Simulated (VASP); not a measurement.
Set up this calculation in VASP 6.6.1, as the native input.

```yaml
Task: single point
Functional: BLYP
Potentials_or_basis: VASP PAW PBE potentials, release 64 (Bi_d)
Cutoff: 500 eV
k_mesh: 11 × 11 × 3
Occupations: fermi-dirac, width 0.1 eV
Spin: no spin polarisation
Dipole_correction: no
Further_INCAR_settings: ALGO = Normal; EDIFF = 1e-06; NBANDS = 38
```

The structure of Bi lies in POSCAR:

```
Bi
1.0
    3.4576220222      0.0000000000      0.0000000000
   -1.7288110111      2.9943885079      0.0000000000
    0.0000000000      0.0000000000     11.6965065711
Bi
4
Direct
    1.0000000000      0.0000000000      1.0000000000
    1.0000000000      0.0000000000      0.5000000000
    0.3333333333      0.6666666667      0.2500000000
    0.6666666667      0.3333333333      0.7500000000
```

This isn't the form of Bi at room conditions, which is rhombohedral.

One way to write it, as run:

INCAR

```
AGGAC = 1.0
AGGAX = 1.0
ALDAC = 0.0
ALDAX = 1.0
ALGO = Normal
EDIFF = 1E-6
ENCUT = 500
GGA = B5
GGA_COMPAT = F
ISIF = 2
ISMEAR = -1
LASPH = T
LCHARG = F
LREAL = F
LWAVE = F
NBANDS = 38
NELM = 120
PREC = Accurate
SIGMA = 0.1
```

KPOINTS

```
k-points
0
Gamma
  11 11 3
```

Potentials or basis: VASP PAW PBE potentials, release 64 (Bi_d).

Command:

```bash
$ cat potpaw_PBE.64/Bi_d/POTCAR > POTCAR
$ mpirun -np 1 vasp_std > vasp.out
```

It gave:

```json
{
 "Pressure": "7.2 GPa",
 "Band gap on the k mesh": "zero (bands 30 and 31 overlap by 6.39 eV)"
}
```

Caveat: the cell stands under pressure; the PAW data sets were made with another functional, which shifts forces and pressure a little; spin-orbit coupling is left out, which moves the levels of the heavy elements.

Run time: 2.3 min on 1 thread of Intel(R) Xeon(R) Platinum 8259CL CPU @ 2.50GHz (Skylake/Cascade Lake) (shared host), peak memory 0.29 GiB.
